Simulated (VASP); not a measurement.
# PbSe (Fm-3m) in VASP: notebook, part 2 of 3

VASP 6.6.1.

## 3. Single point, revPBE+D4

This run uses another cell than the first one, of 24.94 Å³/atom.

INCAR reads:

```
PREC     = Accurate       # precision mode
ENCUT    = 500            # plane-wave cutoff, eV
EDIFF    = 1E-6           # SCF threshold, eV
ISMEAR   = 0              # smearing method
SIGMA    = 0.01           # smearing width, eV
LREAL    = False          # projectors in reciprocal space
LASPH    = True           # aspherical terms in the spheres
NELM     = 120            # most SCF steps
ALGO     = Normal         # electronic algorithm
ISIF     = 2              # what is computed and relaxed
LWAVE    = False          # write WAVECAR
LCHARG   = False          # write CHGCAR
GGA      = RE             # functional
IVDW     = 13             # dispersion correction
NBANDS   = 17             # bands
GGA_COMPAT= False
```

KPOINTS reads:

```
Automatic mesh
0
Gamma
  7 7 7
```

POSCAR reads:

```
PbSe
1.0
    0.0000000000      2.9216928247      2.9216928247
    2.9216928247      0.0000000000      2.9216928247
    2.9216928247      2.9216928247      0.0000000000
Pb Se
1 1
Direct
    0.0000000000      0.0000000000      0.0000000000
    0.5000000000      0.5000000000      0.5000000000
```

Potentials or basis: VASP PAW PBE potentials, release 64 (Pb_d, Se).

Command:

```
$ cat potpaw_PBE.64/Pb_d/POTCAR potpaw_PBE.64/Se/POTCAR > POTCAR
$ mpirun -np 1 vasp_std > vasp.out
```

It took 24 s on 1 thread of Intel Xeon 6975P-C (Granite Rapids), shared host; peak memory 0.17 GiB.

The run converged. Its results:

| Item | Value |
| --- | --- |
| Free energy | -8.5847 eV |
| Pressure | 9.9 GPa |
| Dispersion energy per atom | -0.710 eV |

Levels at points of the mesh, in eV from the Fermi level:
```tsv
k point	band 7	band 8	band 9	band 10	band 11	band 12	band 13	band 14
(0.00, 0.00, 0.00)	-5.82	-2.39	-2.39	-2.39	5.24	5.24	5.24	6.38
```

Caveat: this odd mesh misses L, so gap, dielectric constants and Born charges aren't listed; the cell stands under pressure; the PAW data sets were made with another functional, which shifts forces and pressure a little; spin-orbit coupling is left out, which moves the levels of the heavy elements.

## 4. Single point, revPBE+D4

This run uses another cell than the first one, of 28.88 Å³/atom.

INCAR reads:

```
SYSTEM = PbSe
PREC = Accurate ; ENCUT = 500
EDIFF = 1E-6 ; ISMEAR = 0
SIGMA = 0.01 ; LREAL = .FALSE.
LASPH = .TRUE. ; NELM = 120
ALGO = Normal ; ISIF = 2
LWAVE = .FALSE. ; LCHARG = .FALSE.
GGA = RE ; IVDW = 13
NBANDS = 17 ; GGA_COMPAT = .FALSE.
```

KPOINTS reads:

```
regular mesh
0
G
  7 7 7
  0 0 0
```

POSCAR reads:

```
PbSe
1.0
    0.0000000000      3.0679903279      3.0679903279
    3.0679903279      0.0000000000      3.0679903279
    3.0679903279      3.0679903279      0.0000000000
Pb Se
1 1
Direct
    0.0000000000      0.0000000000      0.0000000000
    0.5000000000      0.5000000000      0.5000000000
```

Command:

```
$ cat potpaw_PBE.64/Pb_d/POTCAR potpaw_PBE.64/Se/POTCAR > POTCAR
$ mpirun -np 1 vasp_std > vasp.out
```

Wall time 17 s (1 thread of Intel Xeon 6975P-C (Granite Rapids), shared host); peak memory 0.17 GiB.

The run converged. Its results:

- Free energy: -8.7965 eV
- Pressure: -0.1 GPa
- Dispersion energy per atom: -0.613 eV

Levels at points of the mesh, in eV from the Fermi level:
```tsv
k point	band 7	band 8	band 9	band 10	band 11	band 12	band 13	band 14
(0.00, 0.00, 0.00)	-6.10	-1.67	-1.67	-1.67	4.91	4.91	4.91	6.74
```

Caveat: this odd mesh misses L, so gap, dielectric constants and Born charges aren't listed; the PAW data sets were made with another functional, which shifts forces and pressure a little; spin-orbit coupling is left out, which moves the levels of the heavy elements.

## 5. Relaxation of cell and atoms, revPBE+D4

This run uses another cell than the first one, of 28.67 Å³/atom.

INCAR reads:

```
  PREC = Accurate
  ENCUT = 500
  EDIFF = 1E-7
  ISMEAR = 0
  SIGMA = 0.01
  LREAL = F
  LASPH = T
  NELM = 120
  ALGO = Normal
  ISIF = 3
  LWAVE = F
  LCHARG = F
  GGA = RE
  IVDW = 13
  IBRION = 2
  NSW = 80
  EDIFFG = -0.01
  GGA_COMPAT = F
  NELMIN = 4
```

KPOINTS reads:

```
Automatic mesh
0
Gamma
  7 7 7
```

POSCAR reads:

```
PbSe
1.0
    0.0000000000      3.0606500000      3.0606500000
    3.0606500000      0.0000000000      3.0606500000
    3.0606500000      3.0606500000      0.0000000000
Pb Se
1 1
Direct
    0.0000000000      0.0000000000      0.0000000000
    0.5000000000      0.5000000000      0.5000000000
```

Potentials or basis: VASP PAW PBE potentials, release 64 (Pb_d, Se).

Command:

```
$ cat potpaw_PBE.64/Pb_d/POTCAR potpaw_PBE.64/Se/POTCAR > POTCAR
$ mpirun -np 1 vasp_std > vasp.out
```

OUTCAR:

```text
PREC = Accurate
   ENCUT = 500
   EDIFF = 1E-7
   ISMEAR = 0
   LREAL = F
   LASPH = T
   NELM = 120
   ISIF = 3
   GGA = RE
   IVDW = 13
   IBRION = 2
   NSW = 80
   EDIFFG = -0.01
   NELMIN = 4

 ion  position               nearest neighbor table
   1  0.000  0.000  0.000-   2 3.06   2 3.06   2 3.06   2 3.06   2 3.06   2 3.06
   2  0.500  0.500  0.500-   1 3.06   1 3.06   1 3.06   1 3.06   1 3.06   1 3.06

  LATTYP: Found a face centered cubic cell.
 ALAT       =     6.1213000000

  Lattice vectors:

 A1 = (   0.0000000000,   3.0606500000,   3.0606500000)
 A2 = (   3.0606500000,   0.0000000000,   3.0606500000)
 A3 = (   3.0606500000,   3.0606500000,   0.0000000000)

Analysis of symmetry for initial positions (statically):
=====================================================================
 Subroutine PRICEL returns:
 Original cell was already a primitive cell.

 Routine SETGRP: Setting up the symmetry group for a
 face centered cubic supercell.

 Subroutine GETGRP returns: Found 48 space group operations
 (whereof 48 operations were pure point group operations)
 out of a pool of 48 trial point group operations.

The static configuration has the point symmetry O_h .

Analysis of symmetry for dynamics (positions and initial velocities):
=====================================================================
 Subroutine PRICEL returns:
 Original cell was already a primitive cell.

 Routine SETGRP: Setting up the symmetry group for a
 face centered cubic supercell.

 Subroutine GETGRP returns: Found 48 space group operations
 (whereof 48 operations were pure point group operations)
 out of a pool of 48 trial point group operations.

The dynamic configuration has the point symmetry O_h .

 Subroutine INISYM returns: Found 48 space group operations
 (whereof 48 operations are pure point group operations),
 and found     1 'primitive' translations

----------------------------------------------------------------------------------------

                                     Primitive cell

[... 86 lines left out ...]
   LREAL  =      F    real-space projection
   EDIFFG = -.1E-01   stopping-criterion for IOM
   NSW    =     80    number of steps for IOM
   IBRION =      2    ionic relax: 0-MD 1-quasi-New 2-CG
   NFREE  =      1    steps in history (QN), initial steepest desc. (CG)
   ISIF   =      3    stress and relaxation
   ISYM   =      2    0-nonsym 1-usesym 2-fastsym
   POTIM  = 0.5000    time-step for ionic-motion
   TEBEG  =    0.0;   TEEND  =   0.0 temperature during run
   PSTRESS=    0.0 pullay stress
   NELECT =      20.0000    total number of electrons
   NUPDOWN=      -1.0000    fix difference up-down
   EMIN   =  10.00;   EMAX   =-10.00  energy-range for DOS
   EFERMI =   0.00;   METHOD = LEGACY
   ISMEAR =     0;   SIGMA  =   0.01  broadening in eV -4-tet -1-fermi 0-gaus
   EFERMI_NEDOS =   21; number of points for ismear=-14 and -15
   IALGO  =     38    algorithm
   IMIX   =      4    mixing-type and parameters
     AMIX     =   0.40;   BMIX     =  1.00
     AMIX_MAG =   1.60;   BMIX_MAG =  1.00
  volume/ion in A,a.u.               =      28.67       193.48
  Fermi-wavevector in a.u.,A,eV,Ry     =   1.152377  2.177676 18.068159  1.327972
  Thomas-Fermi vector in A             =   2.289028
   LORBIT       =      0    0 simple, 1 ext, 2 COOP (PROOUT), +10 PAW based schemes
   GGA     = RE    functional components
   LHFCALC =     F    Hartree Fock is set to
   AEXX    =    0.0000 exact exchange contribution
   IVDW    =    13    specifies the selected vdW correction
   LEPSILON=     F    determine dielectric tensor
   LRPA    =     F    only Hartree local field effects (RPA)
 conjugate gradient relaxation of ions
 non-spin polarized calculation
 Gauss-broadening in eV      SIGMA  =   0.01
  energy-cutoff  :      500.00
  volume of cell :       57.34
 maximum number of plane-waves:      1468
   NGX = 15   NGY = 15   NGZ = 15

--------------------------------------- Ionic step        1  -------------------------------------------

 number of electron      20.0000000 magnetization

 Free energy of the ion-electron system (eV)
  ---------------------------------------------------
  ext. energy  EPLUGINS =         0.00000000
  ---------------------------------------------------
  free energy    TOTEN  =        -7.56084364 eV

  energy without entropy =       -7.56084364  energy(sigma->0) =       -7.56084364

------------------------ aborting loop because EDIFF is reached ----------------------------------------

  DFT-D4 for vdW energy calculation

  Edisp (eV):   -1.23536
[... 71 lines left out ...]
--------------------------------------- Ionic step        3  -------------------------------------------

 number of electron      19.9999998 magnetization

 Free energy of the ion-electron system (eV)
  ---------------------------------------------------
  ext. energy  EPLUGINS =         0.00000000
  ---------------------------------------------------
  free energy    TOTEN  =        -7.56723340 eV

  energy without entropy =       -7.56723340  energy(sigma->0) =       -7.56723340

 E-fermi :   4.9803     XC(G=0):  -9.3995

 val. band max:        4.8633118632   @ k =   0.4286   0.0000   0.0000
 cond. band min:       5.7645532524   @ k =   0.4286   0.0000   0.0000
 fundamental gap:      0.9012413892
 Fermi energy:         4.9802953232

 k-point     1 :       0.0000    0.0000    0.0000
  band No.  band energies     occupation
      1     -11.7869      2.00000
      2     -11.7869      2.00000
      3     -11.7869      2.00000
      4     -11.7796      2.00000
      5     -11.7796      2.00000
      6      -8.4390      2.00000
      7      -1.1833      2.00000
      8       3.2322      2.00000
      9       3.2322      2.00000
     10       3.2322      2.00000
     11       9.8324      0.00000
     12       9.8324      0.00000
     13       9.8324      0.00000
     14      11.6489      0.00000
[... 354 lines left out ...]
  FREE ENERGIE OF THE ION-ELECTRON SYSTEM (eV)
  ---------------------------------------------------
  free  energy   TOTEN  =        -8.7964229525 eV

  energy  without entropy=       -8.7964229525  energy(sigma->0) =       -8.79642295

 reached required accuracy - stopping structural energy minimisation
```

Run time: 36 s. Hardware: 1 thread of Intel Xeon 6975P-C (Granite Rapids), shared host; peak memory 0.19 GiB.

What came out:

- Free energy: -8.7964 eV
- Relaxed volume: 28.82 Å³/atom
- Relaxed cell: a = 4.336 Å, b = 4.336 Å, c = 4.336 Å, α = 60.00°, β = 60.00°, γ = 60.00°
- Space group after relaxing (to 0.1 Å): Fm-3m (No. 225)
- Energy gained by relaxing: 0.1 meV/atom
- Ionic steps: 3
- Pressure after relaxing: 0.0 GPa
- Dispersion energy per atom: -0.615 eV

Step by step:
```
step  energy change (eV)  largest force (eV/Å)  pressure (GPa)  volume (Å³)
   1              0.0000                0.0000            0.25        57.34
   2             -0.0002                0.0000           -0.06        57.71
   3             -0.0002                0.0000            0.00        57.63
```

Final structure:
```
Pb Se
1.0
     0.00000    3.06581    3.06581
     3.06581    0.00000    3.06581
     3.06581    3.06581    0.00000
Pb Se
1 1
Direct
  0.00000 0.00000 0.00000
  0.50000 0.50000 0.50000
```

Levels at points of the mesh, in eV from the Fermi level:
| k point | band 7 | band 8 | band 9 | band 10 | band 11 | band 12 | band 13 | band 14 |
| --- | --- | --- | --- | --- | --- | --- | --- | --- |
| (0.00, 0.00, 0.00) | -6.16 | -1.75 | -1.75 | -1.75 | 4.85 | 4.85 | 4.85 | 6.67 |

Caveat: this odd mesh misses L, so gap, dielectric constants and Born charges aren't listed; the PAW data sets were made with another functional, which shifts forces and pressure a little; spin-orbit coupling is left out, which moves the levels of the heavy elements.

(Part 2 of 3 ends here.)
